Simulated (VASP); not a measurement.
AlN: single point with PBE

AlN:

```
CELL_PARAMETERS angstrom
3.25545 0.00000 0.00000
-1.62772 2.81930 0.00000
0.00000 0.00000 4.81726
ATOMIC_POSITIONS crystal
Al 0.33333 0.66667 0.00173
Al 0.66667 0.33333 0.50173
N 0.33333 0.66667 0.38327
N 0.66667 0.33333 0.88327
```

This cell differs from its parent crystal: strain +0.040 along x and y, -0.040 along z.

```json
{
  "Program": "VASP 6.6.1",
  "Task": "single point",
  "Functional": "PBE",
  "Potentials or basis": "VASP PAW PBE potentials, release 64 (Al, N)",
  "Cutoff": "520 eV",
  "k mesh": "12 × 12 × 6",
  "Occupations": "gaussian, width 0.05 eV",
  "Spin": "no spin polarisation",
  "Dipole correction": "no",
  "Further INCAR settings": "ALGO = Normal; EDIFF = 1e-06; NBANDS = 16"
}
```

The pressure is -6.1 GPa and the largest force is 0.996 eV/Å. The band gap on the k mesh is 3.52 eV.

Forces in eV/Å, atoms in the order of the input:
```
Al   0.000  0.000 -0.996
Al   0.000  0.000 -0.996
N    0.000  0.000  0.996
N    0.000  0.000  0.996
```

Stress tensor (GPa, compression positive):
```
-15.79   0.00   0.00
  0.00 -15.79   0.00
  0.00   0.00  13.27
```

Levels at points of the mesh, in eV from the valence-band top:
```tsv
k point	band 6	band 7	band 8	band 9	band 10	band 11
(0.00, 0.00, 0.00)	-0.43	-0.43	0.00	3.52	5.32	9.90
(0.50, 0.00, 0.00)	-2.47	-1.86	-0.75	5.05	6.00	7.50
(0.00, 0.00, 0.50)	-0.88	-0.88	-0.88	5.53	5.53	10.05
(0.50, 0.00, 0.50)	-1.72	-1.27	-1.27	5.12	5.12	8.96
```

It took 44 s on 1 thread of Intel Xeon 8259CL (shared host), peak memory 0.18 GiB.

Caveat: the cell differs from its parent crystal (strain +0.040 along x and y, -0.040 along z); the cell stands under tension. A k mesh can miss the band edges.
